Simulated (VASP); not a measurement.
# Si6O11 (a cell with a defect) in VASP: further runs

Runs on Si6O11 (a cell with a defect). Level: PBE. Tasks: single point.

Program: VASP 6.6.1. These are calculated values, not measurements. Logs are shortened: lines on timing, memory, paths and dates and some standing lists are left out, and cuts for length are marked.

### 1 The cell of the first run

The cell holds a defect, 17 atoms: a = 5.021 Å, b = 5.509 Å, c = 8.696 Å, α = 90.00°, β = 90.00°, γ = 90.00°.

### 2 Single point, PBE

INCAR reads:

```
  ALGO = Normal
  EDIFF = 1E-6
  ENCUT = 520
  GGA = PE
  ISIF = 2
  ISMEAR = 0
  LASPH = T
  LCHARG = F
  LREAL = Auto
  LWAVE = F
  NBANDS = 59
  NELECT = 88.0
  NELM = 80
  PREC = Accurate
  SIGMA = 0.05
```

KPOINTS reads:

```
k-points
0
Gamma
  4 4 2
```

POSCAR reads:

```
Si6O11
1.0
   -2.5103274377      4.3480146658      0.0000000000
    0.0000000000      0.0000000000      5.5092660079
    7.5309823132      4.3480146658      0.0000000000
Si O
6 11
Direct
    0.7617495765      0.3333333333      0.2382504235
    0.2617495765      0.3333333333      0.7382504235
    0.9765008470      0.6666666667      0.5000000000
    0.4765008470      0.6666666667      0.0000000000
    0.2617495765      0.0000000000      0.2617495765
    0.7617495765      0.0000000000      0.7617495765
    0.0486521033      0.2055717715      0.2072260374
    0.5486521033      0.2055717715      0.7072260374
    0.7865130045      0.5389051049      0.3720609296
    0.2865130045      0.5389051049      0.8720609296
    0.6648348922      0.8722384382      0.9207130329
    0.2865130045      0.7944282285      0.1279390704
    0.7865130045      0.7944282285      0.6279390704
    0.6648348922      0.4610948951      0.0792869671
    0.1648348922      0.4610948951      0.5792869671
    0.6644946489      0.1075908815      0.3028733150
    0.0486521033      0.1277615618      0.7927739626
```

Potentials or basis: VASP PAW PBE potentials, release 64 (Si, O).

The run is started by

```bash
cat potpaw_PBE.64/Si/POTCAR potpaw_PBE.64/O/POTCAR > POTCAR
mpirun -np 1 vasp_std > vasp.out
```

OUTCAR:

```text
EDIFF = 1E-6
   ENCUT = 520
   GGA = PE
   ISIF = 2
   ISMEAR = 0
   LASPH = T
   LREAL = Auto
   NELECT = 88.0
   NELM = 80
   PREC = Accurate

 ion  position               nearest neighbor table
   1  0.762  0.333  0.238-  16 1.45  14 1.63   7 1.63   9 1.63   5 3.12   5 3.12   3 3.12   4 3.12

   2  0.262  0.333  0.738-  15 1.63   8 1.63  17 1.63  10 1.63   6 3.12   6 3.12   4 3.12   3 3.12

   3  0.977  0.667  0.500-  13 1.63   9 1.63  15 1.63   5 3.12   6 3.12   1 3.12   2 3.12
   4  0.477  0.667  0.000-  12 1.63  10 1.63  11 1.63  14 1.63   6 3.12   5 3.12   2 3.12   1 3.12

   5  0.262  0.000  0.262-  12 1.63   7 1.63  16 2.14   3 3.12   4 3.12   1 3.12   1 3.12
   6  0.762  0.000  0.762-  11 1.63  17 1.63  13 1.63   8 1.63   4 3.12   3 3.12   2 3.12   2 3.12

   7  0.049  0.206  0.207-   1 1.63   5 1.63
   8  0.549  0.206  0.707-   2 1.63   6 1.63
   9  0.787  0.539  0.372-   3 1.63   1 1.63
  10  0.287  0.539  0.872-   4 1.63   2 1.63
  11  0.665  0.872  0.921-   6 1.63   4 1.63
  12  0.287  0.794  0.128-   4 1.63   5 1.63
  13  0.787  0.794  0.628-   3 1.63   6 1.63
  14  0.665  0.461  0.079-   1 1.63   4 1.63
  15  0.165  0.461  0.579-   2 1.63   3 1.63
  16  0.664  0.108  0.303-   1 1.45   5 2.14
  17  0.049  0.128  0.793-   6 1.63   2 1.63

  LATTYP: Found a simple orthorhombic cell.
 ALAT       =     5.0206548755
 B/A-ratio  =     1.0973201992
 C/A-ratio  =     1.7320508076

  Lattice vectors:

 A1 = (  -2.5103274377,   4.3480146658,   0.0000000000)
 A2 = (   0.0000000000,   0.0000000000,   5.5092660079)
 A3 = (   7.5309823132,   4.3480146658,   0.0000000000)

Analysis of symmetry for initial positions (statically):
=====================================================================
 Subroutine PRICEL returns:
 Original cell was already a primitive cell.

 Routine SETGRP: Setting up the symmetry group for a
 simple orthorhombic supercell.

 Subroutine GETGRP returns: Found  1 space group operations
 (whereof  1 operations were pure point group operations)
 out of a pool of  8 trial point group operations.

The static configuration has the point symmetry C_1 .

Analysis of symmetry for dynamics (positions and initial velocities):
=====================================================================
 Subroutine PRICEL returns:
 Original cell was already a primitive cell.

 Routine SETGRP: Setting up the symmetry group for a
 simple orthorhombic supercell.

 Subroutine GETGRP returns: Found  1 space group operations
 (whereof  1 operations were pure point group operations)
 out of a pool of  8 trial point group operations.

The dynamic configuration has the point symmetry C_1 .

 Subroutine INISYM returns: Found  1 space group operations
 (whereof  1 operations are pure point group operations),
 and found     1 'primitive' translations

----------------------------------------------------------------------------------------

                                     Primitive cell

  volume of cell :     240.5332

  direct lattice vectors                    reciprocal lattice vectors
    -2.510327438  4.348014666  0.000000000    -0.099588602  0.172492518  0.000000000
     0.000000000  0.000000000  5.509266008     0.000000000  0.000000000  0.181512383
     7.530982313  4.348014666  0.000000000     0.099588602  0.057497506  0.000000000

  length of vectors
     5.020654875  5.509266008  8.696029332     0.199177204  0.181512383  0.114995012

  position of ions in fractional coordinates (direct lattice)
     0.761749577  0.333333333  0.238250423
     0.261749577  0.333333333  0.738250423
     0.976500847  0.666666667  0.500000000
     0.476500847  0.666666667  0.000000000
     0.261749577  0.000000000  0.261749577
     0.761749577  0.000000000  0.761749577
[... 9 lines left out ...]
     0.664494649  0.107590882  0.302873315
     0.048652103  0.127761562  0.792773963

  ion indices of the primitive-cell ions
   primitive index   ion index
                 1           1
                 2           2
                 3           3
                 4           4
                 5           5
                 6           6
[... 9 lines left out ...]
                16          16
                17          17

----------------------------------------------------------------------------------------

 KPOINTS: k-points

Automatic generation of k-mesh.
 Grid dimensions read from file:
 generate k-points for:    4    4    2

 Generating k-lattice:

  Cartesian coordinates                     Fractional coordinates (reciprocal lattice)
    -0.024897150  0.043123130  0.000000000     0.250000000  0.000000000  0.000000000
     0.000000000  0.000000000  0.045378096     0.000000000  0.250000000  0.000000000
     0.049794301  0.028748753  0.000000000     0.000000000  0.000000000  0.500000000

  Length of vectors
     0.049794301  0.045378096  0.057497506

  Shift w.r.t. Gamma in fractional coordinates (k-lattice)
     0.000000000  0.000000000  0.000000000

 Subroutine IBZKPT returns following result:
 ===========================================

 Found     20 irreducible k-points:

 Following reciprocal coordinates:
            Coordinates               Weight
  0.000000  0.000000  0.000000      1.000000
  0.250000  0.000000  0.000000      2.000000
  0.500000  0.000000  0.000000      1.000000
  0.000000  0.250000  0.000000      2.000000
  0.250000  0.250000  0.000000      2.000000
  0.250000 -0.250000  0.000000      2.000000
[... 12 lines left out ...]
  0.250000  0.500000  0.500000      2.000000
  0.500000  0.500000  0.500000      1.000000
   k-points           NKPTS =     20   k-points in BZ     NKDIM =     20   number of bands    NBANDS=     59
   number of dos      NEDOS =    301   number of ions     NIONS =     17
   total plane-waves  NPLWV = 117600
   dimension x,y,z NGX =    40 NGY =   42 NGZ =   70
   dimension x,y,z NGXF=    80 NGYF=   84 NGZF=  140
   ions per type =               6  11
   NGX,Y,Z   is equivalent  to a cutoff of  13.24, 12.67, 13.38 a.u.
   NGXF,Y,Z  is equivalent  to a cutoff of  26.49, 25.35, 26.76 a.u.
 SYSTEM =  unknown system
   PREC   = accura    normal or accurate (medium, high low for compatibility)
   ISTART =      0    job   : 0-new  1-cont  2-samecut
   ICHARG =      2    charge: 1-file 2-atom 10-const
   ISPIN  =      1    spin polarized calculation?
   LNONCOLLINEAR =      F non collinear calculations
   LSORBIT =      F    spin-orbit coupling
   LASPH  =      T    aspherical Exc in radial PAW
   ENCUT  =  520.0 eV  38.22 Ry    6.18 a.u.   9.34 10.24 16.17*2*pi/ulx,y,z
   NELM   =     80;   NELMIN=  2; NELMDL= -5     # of ELM steps
   EDIFF  = 0.1E-05   stopping-criterion for ELM
   LREAL  =      T    real-space projection
   EDIFFG = 0.1E-04   stopping-criterion for IOM
   NSW    =      0    number of steps for IOM
   IBRION =     -1    ionic relax: 0-MD 1-quasi-New 2-CG
   NFREE  =      0    steps in history (QN), initial steepest desc. (CG)
   ISIF   =      2    stress and relaxation
   ISYM   =      2    0-nonsym 1-usesym 2-fastsym
   POTIM  = 0.5000    time-step for ionic-motion
   TEBEG  =    0.0;   TEEND  =   0.0 temperature during run
   PSTRESS=    0.0 pullay stress
   NELECT =      88.0000    total number of electrons
   NUPDOWN=      -1.0000    fix difference up-down
   EMIN   =  10.00;   EMAX   =-10.00  energy-range for DOS
   EFERMI =   0.00;   METHOD = LEGACY
   ISMEAR =     0;   SIGMA  =   0.05  broadening in eV -4-tet -1-fermi 0-gaus
   EFERMI_NEDOS =   21; number of points for ismear=-14 and -15
   IALGO  =     38    algorithm
   IMIX   =      4    mixing-type and parameters
     AMIX     =   0.40;   BMIX     =  1.00
     AMIX_MAG =   1.60;   BMIX_MAG =  1.00
  volume/ion in A,a.u.               =      14.15        95.48
  Fermi-wavevector in a.u.,A,eV,Ry     =   1.170875  2.212634 18.652897  1.370949
  Thomas-Fermi vector in A             =   2.307327
   LORBIT       =      0    0 simple, 1 ext, 2 COOP (PROOUT), +10 PAW based schemes
   GGA     = PE    functional components
   LHFCALC =     F    Hartree Fock is set to
   AEXX    =    0.0000 exact exchange contribution
   IVDW    =     0    specifies the selected vdW correction
   LEPSILON=     F    determine dielectric tensor
   LRPA    =     F    only Hartree local field effects (RPA)
 non-spin polarized calculation
 Gauss-broadening in eV      SIGMA  =   0.05
  energy-cutoff  :      520.00
  volume of cell :      240.53
 maximum number of plane-waves:      6512
 NGX is ok and might be reduce to    40
   NGX = 19   NGY = 21   NGZ = 33

 number of electron      87.9999994 magnetization

 Free energy of the ion-electron system (eV)
  ---------------------------------------------------
  ext. energy  EPLUGINS =         0.00000000
  ---------------------------------------------------
  free energy    TOTEN  =      -130.63472540 eV

  energy without entropy =     -130.62295402  energy(sigma->0) =     -130.62883971

 E-fermi :   0.5681     XC(G=0):  -8.5925

 val. band max:        0.5658408989   @ k =   0.5000   0.2500   0.5000
 cond. band min:       0.5913110368   @ k =   0.5000   0.0000   0.0000
 fundamental gap:      0.0254701379
 Fermi energy:         0.5681042219

 k-point     1 :       0.0000    0.0000    0.0000
  band No.  band energies     occupation
      1     -19.1461      2.00000
      2     -18.5224      2.00000
      3     -18.1738      2.00000
      4     -17.7195      2.00000
      5     -17.5478      2.00000
      6     -17.3801      2.00000
[... 48 lines left out ...]
     55      10.2863      0.00000
     56      10.6776      0.00000

 k-point     2 :       0.2500    0.0000    0.0000
  band No.  band energies     occupation
      1     -19.0667      2.00000
      2     -18.4480      2.00000
      3     -18.2463      2.00000
      4     -17.7501      2.00000
      5     -17.6096      2.00000
      6     -17.2965      2.00000
[... 48 lines left out ...]
     55      10.3636      0.00000
     56      10.5482      0.00000
[... 1001 lines left out ...]
     55      10.1345      0.00000
     56      10.4379      0.00000

 k-point    20 :       0.5000    0.5000    0.5000
  band No.  band energies     occupation
      1     -18.9567      2.00000
      2     -18.3578      2.00000
      3     -18.2180      2.00000
      4     -17.8718      2.00000
      5     -17.6594      2.00000
      6     -17.2832      2.00000
[... 48 lines left out ...]
     55      10.3986      0.00000
     56      10.5867      0.00000
 [bands above 56 left out]

------------------------ aborting loop because EDIFF is reached ----------------------------------------

  FORCE on cell =-STRESS in cart. coord.  units (eV):
  Direction    XX          YY          ZZ          XY          YZ          ZX
  --------------------------------------------------------------------------------------
  -------------------------------------------------------------------------------------
  Total      -11.7707051    -21.5791254     -6.6659010     -1.8254404      0.9129760     -2.7927762
  in kB      -78.4039522   -143.7372445    -44.4011619    -12.1591474      6.0812775    -18.6025128
  external PRESSURE =     -88.8474529 kB  Pullay stress =       0.0000000 kB

 VOLUME and BASIS-vectors are now :
 -----------------------------------------------------------------------------
  energy-cutoff  :      520.00
  volume of cell :      240.53
      direct lattice vectors                 reciprocal lattice vectors
    -2.510327438  4.348014666  0.000000000    -0.099588602  0.172492518  0.000000000
     0.000000000  0.000000000  5.509266008     0.000000000  0.000000000  0.181512383
     7.530982313  4.348014666  0.000000000     0.099588602  0.057497506  0.000000000

 POSITION                                       TOTAL-FORCE (eV/Angst)
 -----------------------------------------------------------------------------------
     -0.11798      4.34801      1.83642        -4.939622      0.202050      8.130875
      4.90267      4.34801      1.83642         0.827999      1.063937     -0.160984
      1.31415      6.41985      3.67284         2.300695     -0.814235     -2.220657
     -1.19617      2.07183      3.67284        -1.431477      0.119977     -0.780551
      1.31415      2.27618      0.00000        -2.789528      1.035308      0.782492
      3.82448      6.62420      0.00000         0.811992      0.321759      0.918565
[... 9 lines left out ...]
      0.61283      4.20613      0.59275         7.443436     -5.877795     -9.385350
      5.84823      3.65853      0.70387        -0.305612     -0.093540      0.053779
 -----------------------------------------------------------------------------------
    total drift:                                0.006172     -0.007226     -0.001096

  FREE ENERGIE OF THE ION-ELECTRON SYSTEM (eV)
  ---------------------------------------------------
  free  energy   TOTEN  =      -130.6347254000 eV

  energy  without entropy=     -130.6229540179  energy(sigma->0) =     -130.62883971
```

It took 7.4 min on 1 thread of Intel Xeon Platinum 8488C (Sapphire Rapids), shared host; peak memory 0.41 GiB.

What came out:

```
Free energy   : -130.6347 eV
Largest force : 13.343 eV/Å
```

Forces on the atoms (eV/Å):
```
Si  -4.940  0.202  8.131
Si   0.828  1.064 -0.161
Si   2.301 -0.814 -2.221
Si  -1.431  0.120 -0.781
Si  -2.790  1.035  0.782
Si   0.812  0.322  0.919
O   -1.862  3.363 -0.690
O   -0.190 -0.172 -0.093
O    0.036  0.977  1.709
O    0.089 -0.001  0.181
O    0.147 -0.060 -0.119
O    2.027  0.390  1.103
O   -1.581  0.093 -0.066
O    0.694  0.329 -0.471
O   -1.277 -0.879  1.107
O    7.443 -5.878 -9.385
O   -0.306 -0.094  0.054
```

Levels at points of the mesh, in eV from the Fermi level:
```
           k point  band 42  band 43  band 44  band 45  band 46  band 47
(0.00, 0.00, 0.00)    -0.55    -0.27    -0.04     0.10     3.18     5.74
(0.50, 0.00, 0.00)    -0.65    -0.19    -0.09     0.02     3.15     6.01
(0.00, 0.50, 0.00)    -0.41    -0.24    -0.04     0.14     3.07     5.92
(0.50, 0.50, 0.00)    -0.55    -0.55    -0.36     0.11     3.20     6.14
(0.00, 0.00, 0.50)    -0.61    -0.24    -0.06     0.21     3.12     5.82
(0.50, 0.00, 0.50)    -0.63    -0.18    -0.10    -0.01     3.15     6.02
(0.00, 0.50, 0.50)    -0.48    -0.34    -0.03     0.17     3.06     5.91
(0.50, 0.50, 0.50)    -0.58    -0.52    -0.28     0.03     3.18     6.14
```

Caveat: the k points lie up to 0.36 Å⁻¹ apart; the cell carries a net charge on a neutralising background, which shifts energy and pressure; the cell differs from its parent crystal (atoms taken out, atom 16 moved -0.125 of the way to it and +0.500 Å across, host rigid); the cell is charged against a uniform background, so pressure and absolute levels hang on convention.

### 3 Single point, PBE

INCAR reads:

```
SYSTEM = Si6O11
PREC = Accurate
ENCUT = 520
EDIFF = 1E-6
ISMEAR = 0
SIGMA = 0.05
LREAL = Auto
LASPH = .TRUE.
NELM = 100
ALGO = Normal
ISIF = 2
LWAVE = .FALSE.
LCHARG = .TRUE.
GGA = PE
LELF = .TRUE.
LVHAR = .TRUE.
NBANDS = 59
NELECT = 88.0
```

KPOINTS reads:

```
regular mesh
0
G
  4 4 2
  0 0 0
```

POSCAR: that of step 2 with these lines changed.

```diff
@@ -23,3 +23,3 @@
     0.1648348922      0.4610948951      0.5792869671
-    0.6644946489      0.1075908815      0.3028733150
+    0.5966292546      0.1597019523      0.2767815788
     0.0486521033      0.1277615618      0.7927739626
```

Potentials or basis: VASP PAW PBE potentials, release 64 (Si, O).

The run is started by

```bash
cat potpaw_PBE.64/Si/POTCAR potpaw_PBE.64/O/POTCAR > POTCAR
mpirun -np 1 vasp_std > vasp.out
```

Wall time 7.8 min (1 thread of Intel Xeon Platinum 8488C (Sapphire Rapids), shared host); peak memory 0.42 GiB.

The run converged. Its results:

* Free energy: -129.6372 eV
* Largest force: 28.322 eV/Å

Forces on the atoms (eV/Å):
```
Si  -12.357   8.153  16.307
Si    0.820   0.958  -0.182
Si    2.058  -0.685  -2.282
Si   -1.296   0.289  -0.886
Si   -3.540   1.061   2.134
Si    0.786   0.414   0.972
O    -0.611   2.537  -1.003
O    -0.214  -0.174  -0.117
O     0.133   1.284   1.921
O     0.090   0.015   0.206
O     0.124  -0.081  -0.091
O     2.015   0.420   0.930
O    -1.580   0.017  -0.014
O    -0.428   0.016   0.601
O    -1.194  -0.802   1.074
O    15.498 -13.325 -19.606
O    -0.303  -0.096   0.035
```

Levels at points of the mesh, in eV from the Fermi level:
```tsv
k point	band 42	band 43	band 44	band 45	band 46	band 47
(0.00, 0.00, 0.00)	-0.57	-0.21	-0.04	0.00	3.46	6.31
(0.50, 0.00, 0.00)	-0.56	-0.20	-0.02	0.02	3.39	6.33
(0.00, 0.50, 0.00)	-0.42	-0.19	-0.07	0.07	3.35	6.31
(0.50, 0.50, 0.00)	-0.62	-0.56	-0.35	0.17	3.46	6.46
(0.00, 0.00, 0.50)	-0.63	-0.20	-0.07	0.13	3.40	6.09
(0.50, 0.00, 0.50)	-0.53	-0.21	-0.02	0.00	3.40	6.33
(0.00, 0.50, 0.50)	-0.53	-0.27	-0.04	0.10	3.35	6.34
(0.50, 0.50, 0.50)	-0.62	-0.52	-0.26	0.10	3.44	6.49
```

Caveat: the cell carries a net charge on a neutralising background, which shifts energy and pressure; the cell differs from its parent crystal (atoms taken out, atom 16 moved -0.125 of the way to it and +0.000 Å across, host rigid); the cell is charged against a uniform background, so pressure and absolute levels hang on convention.

[end of part 1 of 2]
